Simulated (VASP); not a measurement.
# Te2Mo (P1) in VASP: single point with PBE

Aim: the single point of Te2Mo with PBE.

Everything below comes from runs of VASP 6.6.1. Logs are shortened: lines on timing, memory, paths and dates and some standing lists are left out, and cuts for length are marked.

## (1) The cell of the first run

The typed cell holds 6 atoms: a = 3.518 Å, b = 3.518 Å, c = 13.974 Å, α = 90.00°, β = 90.00°, γ = 120.00°.

## (2) Single point, PBE (atoms moved at random)

INCAR

```
  PREC = Accurate
  ENCUT = 520
  EDIFF = 1E-7
  ISMEAR = 0
  SIGMA = 0.05
  LREAL = False
  LASPH = True
  NELM = 80
  ALGO = Normal
  ISIF = 2
  LWAVE = False
  LCHARG = False
  GGA = PE
  NBANDS = 35
```

KPOINTS

```
regular mesh
0
Gamma
  12 12 2
```

POSCAR

```
Te2Mo
1.0
    3.5181997508      0.0000000000      0.0000000000
   -1.7590998754      3.0468503597      0.0000000000
    0.0000000000      0.0000000000     13.9736000000
Te Mo
4 2
Direct
    0.3360698694      0.6652278335      0.6200406635
    0.6718780075      0.3368411645      0.1241631324
    0.3376215939      0.6921437154      0.8847100480
    0.6738045951      0.3270162812      0.3765714094
    0.3253921556      0.6684794086      0.2492258791
    0.6552337785      0.3102915967      0.7452888676
```

Potentials or basis: VASP PAW PBE potentials, release 64 (Te, Mo_sv).

The run is started by

```
cat potpaw_PBE.64/Te/POTCAR potpaw_PBE.64/Mo_sv/POTCAR > POTCAR
mpirun -np 1 vasp_std > vasp.out
```

OUTCAR:

```text
PREC = Accurate
   ENCUT = 520
   EDIFF = 1E-7
   ISMEAR = 0
   LREAL = False
   LASPH = True
   NELM = 80
   ISIF = 2
   GGA = PE

 ion  position               nearest neighbor table
   1  0.336  0.665  0.620-   6 2.63   6 2.70   6 2.71
   2  0.672  0.337  0.124-   5 2.65   5 2.68   5 2.71   4 3.53
   3  0.338  0.692  0.885-   6 2.71   6 2.85   6 2.89
   4  0.674  0.327  0.377-   5 2.67   5 2.68   5 2.75   2 3.53
   5  0.325  0.668  0.249-   2 2.65   4 2.67   4 2.68   2 2.68   2 2.71   4 2.75
   6  0.655  0.310  0.745-   1 2.63   1 2.70   3 2.71   1 2.71   3 2.85   3 2.89

  LATTYP: Found a hexagonal cell.
 ALAT       =     3.5181997508
 C/A-ratio  =     3.9718040446

  Lattice vectors:

 A1 = (   3.5181997508,   0.0000000000,   0.0000000000)
 A2 = (  -1.7590998754,   3.0468503597,   0.0000000000)
 A3 = (   0.0000000000,   0.0000000000,  13.9736000000)

Analysis of symmetry for initial positions (statically):
=====================================================================
 Subroutine PRICEL returns:
 Original cell was already a primitive cell.

 Routine SETGRP: Setting up the symmetry group for a
 hexagonal supercell.

 Subroutine GETGRP returns: Found  1 space group operations
 (whereof  1 operations were pure point group operations)
 out of a pool of 24 trial point group operations.

The static configuration has the point symmetry C_1 .

Analysis of symmetry for dynamics (positions and initial velocities):
=====================================================================
 Subroutine PRICEL returns:
 Original cell was already a primitive cell.

 Routine SETGRP: Setting up the symmetry group for a
 hexagonal supercell.

 Subroutine GETGRP returns: Found  1 space group operations
 (whereof  1 operations were pure point group operations)
 out of a pool of 24 trial point group operations.

The dynamic configuration has the point symmetry C_1 .

 Subroutine INISYM returns: Found  1 space group operations
 (whereof  1 operations are pure point group operations),
 and found     1 'primitive' translations

----------------------------------------------------------------------------------------

                                     Primitive cell

  volume of cell :     149.7890

  direct lattice vectors                    reciprocal lattice vectors
     3.518199751  0.000000000  0.000000000     0.284236277  0.164103891  0.000000000
    -1.759099875  3.046850360  0.000000000     0.000000000  0.328207782  0.000000000
     0.000000000  0.000000000 13.973600000     0.000000000  0.000000000  0.071563520

  length of vectors
     3.518199751  3.518199751 13.973600000     0.328207782  0.328207782  0.071563520

  position of ions in fractional coordinates (direct lattice)
     0.336069869  0.665227833  0.620040663
     0.671878007  0.336841165  0.124163132
     0.337621594  0.692143715  0.884710048
     0.673804595  0.327016281  0.376571409
     0.325392156  0.668479409  0.249225879
     0.655233778  0.310291597  0.745288868

  ion indices of the primitive-cell ions
   primitive index   ion index
                 1           1
                 2           2
                 3           3
                 4           4
                 5           5
                 6           6

----------------------------------------------------------------------------------------

 KPOINTS: regular mesh

Automatic generation of k-mesh.
 Grid dimensions read from file:
 generate k-points for:   12   12    2

 Generating k-lattice:

  Cartesian coordinates                     Fractional coordinates (reciprocal lattice)
     0.023686356  0.013675324  0.000000000     0.083333333  0.000000000  0.000000000
     0.000000000  0.027350649  0.000000000     0.000000000  0.083333333  0.000000000
     0.000000000  0.000000000  0.035781760     0.000000000  0.000000000  0.500000000

  Length of vectors
     0.027350649  0.027350649  0.035781760

  Shift w.r.t. Gamma in fractional coordinates (k-lattice)
     0.000000000  0.000000000  0.000000000

 Subroutine IBZKPT returns following result:
 ===========================================

 Found    148 irreducible k-points:

 Following reciprocal coordinates:
            Coordinates               Weight
  0.000000  0.000000  0.000000      1.000000
  0.083333 -0.000000  0.000000      2.000000
  0.000000  0.083333  0.000000      2.000000
 -0.083333  0.083333  0.000000      2.000000
  0.166667  0.000000  0.000000      2.000000
  0.000000  0.166667  0.000000      2.000000
[... 16 lines left out ...]
  0.166667  0.083333  0.000000      2.000000
 -0.083333  0.250000  0.000000      2.000000
 [... further k-points ...]
   k-points           NKPTS =    148   k-points in BZ     NKDIM =    148   number of bands    NBANDS=     35
   number of dos      NEDOS =    301   number of ions     NIONS =      6
   total plane-waves  NPLWV =  84672
   dimension x,y,z NGX =    28 NGY =   28 NGZ =  108
   dimension x,y,z NGXF=    56 NGYF=   56 NGZF=  216
   ions per type =               4   2
   NGX,Y,Z   is equivalent  to a cutoff of  13.23, 13.23, 12.85 a.u.
   NGXF,Y,Z  is equivalent  to a cutoff of  26.46, 26.46, 25.70 a.u.
 SYSTEM =  unknown system
   PREC   = accura    normal or accurate (medium, high low for compatibility)
   ISTART =      0    job   : 0-new  1-cont  2-samecut
   ICHARG =      2    charge: 1-file 2-atom 10-const
   ISPIN  =      1    spin polarized calculation?
   LNONCOLLINEAR =      F non collinear calculations
   LSORBIT =      F    spin-orbit coupling
   LASPH  =      T    aspherical Exc in radial PAW
   ENCUT  =  520.0 eV  38.22 Ry    6.18 a.u.   6.54  6.54 25.98*2*pi/ulx,y,z
   NELM   =     80;   NELMIN=  2; NELMDL= -5     # of ELM steps
   EDIFF  = 0.1E-06   stopping-criterion for ELM
   LREAL  =      F    real-space projection
   EDIFFG = 0.1E-05   stopping-criterion for IOM
   NSW    =      0    number of steps for IOM
   IBRION =     -1    ionic relax: 0-MD 1-quasi-New 2-CG
   NFREE  =      0    steps in history (QN), initial steepest desc. (CG)
   ISIF   =      2    stress and relaxation
   ISYM   =      2    0-nonsym 1-usesym 2-fastsym
   POTIM  = 0.5000    time-step for ionic-motion
   TEBEG  =    0.0;   TEEND  =   0.0 temperature during run
   PSTRESS=    0.0 pullay stress
   NELECT =      52.0000    total number of electrons
   NUPDOWN=      -1.0000    fix difference up-down
   EMIN   =  10.00;   EMAX   =-10.00  energy-range for DOS
   EFERMI =   0.00;   METHOD = LEGACY
   ISMEAR =     0;   SIGMA  =   0.05  broadening in eV -4-tet -1-fermi 0-gaus
   EFERMI_NEDOS =   21; number of points for ismear=-14 and -15
   IALGO  =     38    algorithm
   IMIX   =      4    mixing-type and parameters
     AMIX     =   0.40;   BMIX     =  1.00
     AMIX_MAG =   1.60;   BMIX_MAG =  1.00
  volume/ion in A,a.u.               =      24.96       168.47
  Fermi-wavevector in a.u.,A,eV,Ry     =   1.150578  2.174277 18.011789  1.323829
  Thomas-Fermi vector in A             =   2.287241
   LORBIT       =      0    0 simple, 1 ext, 2 COOP (PROOUT), +10 PAW based schemes
   GGA     = PE    functional components
   LHFCALC =     F    Hartree Fock is set to
   AEXX    =    0.0000 exact exchange contribution
   IVDW    =     0    specifies the selected vdW correction
   LEPSILON=     F    determine dielectric tensor
   LRPA    =     F    only Hartree local field effects (RPA)
 non-spin polarized calculation
 Gauss-broadening in eV      SIGMA  =   0.05
  energy-cutoff  :      520.00
  volume of cell :      149.79
 maximum number of plane-waves:      4095
 NGX is ok and might be reduce to    28
   NGX = 13   NGY = 13   NGZ = 51

 number of electron      51.9999999 magnetization

 Free energy of the ion-electron system (eV)
  ---------------------------------------------------
  ext. energy  EPLUGINS =         0.00000000
  ---------------------------------------------------
  free energy    TOTEN  =       -35.74142190 eV

  energy without entropy =      -35.74142190  energy(sigma->0) =      -35.74142190

 E-fermi :   8.6135     XC(G=0): -10.4444

 val. band max:        8.2160818730   @ k =   0.0000   0.0000   0.0000
 cond. band min:       8.8692378497   @ k =   0.4167  -0.1667   0.0000
 fundamental gap:      0.6531559766
 Fermi energy:         8.6135106685

 k-point     1 :       0.0000    0.0000    0.0000
  band No.  band energies     occupation
      1     -52.6861      2.00000
      2     -52.6324      2.00000
      3     -26.8613      2.00000
      4     -26.8015      2.00000
      5     -26.7589      2.00000
      6     -26.7404      2.00000
[... 27 lines left out ...]
     34      11.6846      0.00000
     35      13.8458      0.00000

 k-point     2 :       0.0833   -0.0000    0.0000
  band No.  band energies     occupation
      1     -52.6855      2.00000
      2     -52.6317      2.00000
      3     -26.8592      2.00000
      4     -26.7997      2.00000
      5     -26.7674      2.00000
      6     -26.7432      2.00000
[... 27 lines left out ...]
     34      11.5747      0.00000
     35      14.2771      0.00000

 k-point     3 :       0.0000    0.0833    0.0000
  band No.  band energies     occupation
      1     -52.6855      2.00000
      2     -52.6317      2.00000
      3     -26.8593      2.00000
      4     -26.7996      2.00000
      5     -26.7659      2.00000
      6     -26.7446      2.00000
[... 27 lines left out ...]
     34      11.5026      0.00000
     35      14.2699      0.00000
[... 723 lines left out ...]
 k-point    23 :       0.1667    0.0833    0.0000
  band No.  band energies     occupation
      1     -52.6820      2.00000
      2     -52.6284      2.00000
      3     -26.8483      2.00000
      4     -26.8135      2.00000
      5     -26.7903      2.00000
      6     -26.7547      2.00000
[... 27 lines left out ...]
     34      11.7416      0.00000
     35      14.7156      0.00000

 k-point    24 :      -0.0833    0.2500    0.0000
  band No.  band energies     occupation
      1     -52.6820      2.00000
      2     -52.6284      2.00000
      3     -26.8488      2.00000
      4     -26.8017      2.00000
      5     -26.7900      2.00000
      6     -26.7653      2.00000
[... 27 lines left out ...]
     34      11.7406      0.00000
     35      14.7068      0.00000

 [... further k-points ...]

------------------------ aborting loop because EDIFF is reached ----------------------------------------

  FORCE on cell =-STRESS in cart. coord.  units (eV):
  Direction    XX          YY          ZZ          XY          YZ          ZX
  --------------------------------------------------------------------------------------
  -------------------------------------------------------------------------------------
  Total        2.2123257      3.4114981      3.7770901      0.4690596     -0.1704550      0.0994572
  in kB       23.6635407     36.4901618     40.4006171      5.0171687     -1.8232258      1.0638172
  external PRESSURE =      33.5181065 kB  Pullay stress =       0.0000000 kB

 VOLUME and BASIS-vectors are now :
 -----------------------------------------------------------------------------
  energy-cutoff  :      520.00
  volume of cell :      149.79
      direct lattice vectors                 reciprocal lattice vectors
     3.518199751  0.000000000  0.000000000     0.284236277  0.164103891  0.000000000
    -1.759099875  3.046850360  0.000000000     0.000000000  0.328207782  0.000000000
     0.000000000  0.000000000 13.973600000     0.000000000  0.000000000  0.071563520

 POSITION                                       TOTAL-FORCE (eV/Angst)
 -----------------------------------------------------------------------------------
      0.01216      2.02685      8.66420        -0.065888     -0.534652     -0.692486
      1.77126      1.02630      1.73501        -0.363333     -0.034602     -0.954993
     -0.02973      2.10886     12.36258         0.115905     -0.765551     -1.078142
      1.79532      0.99637      5.26206        -0.480643      0.157869      0.639644
     -0.03113      2.03676      3.48258         0.840788     -0.127184      0.317182
      1.75941      0.94541     10.41437        -0.046829      1.304119      1.768795
 -----------------------------------------------------------------------------------
    total drift:                                0.000096      0.000305     -0.000097

  FREE ENERGIE OF THE ION-ELECTRON SYSTEM (eV)
  ---------------------------------------------------
  free  energy   TOTEN  =       -35.7414219043 eV

  energy  without entropy=      -35.7414219043  energy(sigma->0) =      -35.74142190
```

Wall time 7.2 min (1 thread of Intel Xeon 6975P-C (Granite Rapids), shared host); peak memory 0.72 GiB.

What came out:

```
Free energy            : -35.7414 eV
Pressure               : 3.4 GPa
Largest force          : 2.198 eV/Å
Band gap on the k mesh : 0.65 eV (least direct gap 0.91 eV)
```

Forces in eV/Å, atoms in the order of the input:
```
Te  -0.066 -0.535 -0.692
Te  -0.363 -0.035 -0.955
Te   0.116 -0.766 -1.078
Te  -0.481  0.158  0.640
Mo   0.841 -0.127  0.317
Mo  -0.047  1.304  1.769
```

Caveat: the cell differs from its parent crystal (atoms moved at random); the cell stands under pressure; spin-orbit coupling is left out, which moves the levels of the heavy elements; forces of over 1 eV/Å act on the atoms, so gaps and moduli don't describe the material at rest.
